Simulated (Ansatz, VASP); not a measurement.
Two plane-wave programs on HfMg3

```xyz
4
Lattice="4.4352 0.0000 0.0000 0.0000 4.4352 0.0000 0.0000 0.0000 4.4352" Properties=species:S:1:pos:R:3 pbc="T T T"
Hf    0.0000    0.0000    0.0000
Mg    0.0000    2.2176    2.2176
Mg    2.2176    2.2176    0.0800
Mg    2.2176    0.0000    2.2176
```

Alike in both runs: task single point; functional PBE; k mesh 8 × 8 × 8; occupations gaussian, width 0.05 eV; no spin polarisation.

```csv
,VASP,Ansatz
version,VASP 6.6.1,Ansatz 0.2.0
potentials or method,"VASP PAW PBE potentials, release 64 (Hf_pv, Mg), cutoff 520 eV","scalar-relativistic, plane waves, PAW"
valence electrons in the cell,16,56
```

Ansatz gave:

```
gap on the k mesh at the Fermi level (eV) : none
pressure (GPa)                            : 0.0
rms of the force components (eV/Å)        : 0.100
```

Q: Which values does VASP return?

A: gap on the k mesh at the Fermi level (eV): none; pressure (GPa): -0.1; rms of the force components (eV/Å): 0.100.

Atom by atom the forces differ by 0.000 eV/Å (rms over components). A gap of «none» marks a metal or a gap that the smearing closes. With one functional, cell and mesh, what is left measures potentials, basis and numerics. VASP's potentials hold 16 valence electrons a cell and Ansatz's 56, so a difference there can come from the potentials and not from the codes.

Neither program's run includes spin-orbit coupling.
